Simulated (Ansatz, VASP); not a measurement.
**GaSb: VASP beside Ansatz**

INCAR

```
SYSTEM = GaSb
PREC = Accurate ; ENCUT = 520
EDIFF = 1E-7 ; ISMEAR = 0
SIGMA = 0.15 ; LREAL = .FALSE.
LASPH = .TRUE. ; NELM = 100
ALGO = Normal ; ISIF = 2
LWAVE = .FALSE. ; LCHARG = .TRUE.
GGA = PS ; LELF = .TRUE.
LVHAR = .TRUE. ; NBANDS = 16
```

Contents of KPOINTS:

```
regular mesh
0
G
  14 14 14
  0 0 0
```

POSCAR

```
GaSb
1.0
    0.0000000000      3.0590000000      3.0590000000
    2.9213450000      0.0000000000      3.0590000000
    2.9213450000      3.0590000000      0.0000000000
Ga Sb
1 1
Direct
    0.0000000000      0.0000000000      0.0000000000
    0.7500000000      0.7500000000      0.7500000000
```

Input for Ansatz:

```yaml
crystal:
  lattice:
    - [0.0, 3.059, 3.059]
    - [2.921345, 0.0, 3.059]
    - [2.921345, 3.059, 0.0]
  atoms:
    - { symbol: Ga, position: [0.0, 0.0, 0.0] }
    - { symbol: Sb, position: [0.75, 0.75, 0.75] }
basis:
  ecutwfc: 420
kpoints:
  mp_grid: { grid: [14, 14, 14] }
hamiltonian:
  xc: pbesol
scf:
  occupations: { method: gaussian, width: 0.15 }
output:
  forces: true
  stress: true
  eigenvalues: true
```

Change from the starting cell: strain -0.0450 x Voigt [1, 0, 0, 0, 0, 0], atoms carried along.

Alike in both runs: task single point; functional PBEsol; k mesh 14 × 14 × 14; occupations gaussian, width 0.15 eV; no spin polarisation.

|  | VASP | Ansatz |
| --- | --- | --- |
| version | VASP 6.6.1 | Ansatz 0.2.0 |
| potentials or method | VASP PAW PBE potentials, release 64 (Ga_d, Sb), cutoff 520 eV | scalar-relativistic, plane waves, PAW |
| valence electrons in the cell | 18 | 28 |

Ansatz gave:

```
gap on the k mesh at the Fermi level (eV)                     : 0.12
least direct gap on the mesh (eV)                             : 0.12
pressure (GPa)                                                : 2.4
traceless stress, the component that is largest in VASP (GPa) : 1.24
```

Problem. Estimate VASP's values.

Solution. gap on the k mesh at the Fermi level (eV): 0.14; least direct gap on the mesh (eV): 0.14; pressure (GPa): 2.5; traceless stress, the component that is largest in VASP (GPa): 1.24.

VASP's potentials were made for PBE, not for PBEsol. VASP's potentials hold 18 valence electrons a cell and Ansatz's 28, so a difference there can come from the potentials and not from the codes.

Neither program's run includes spin-orbit coupling.
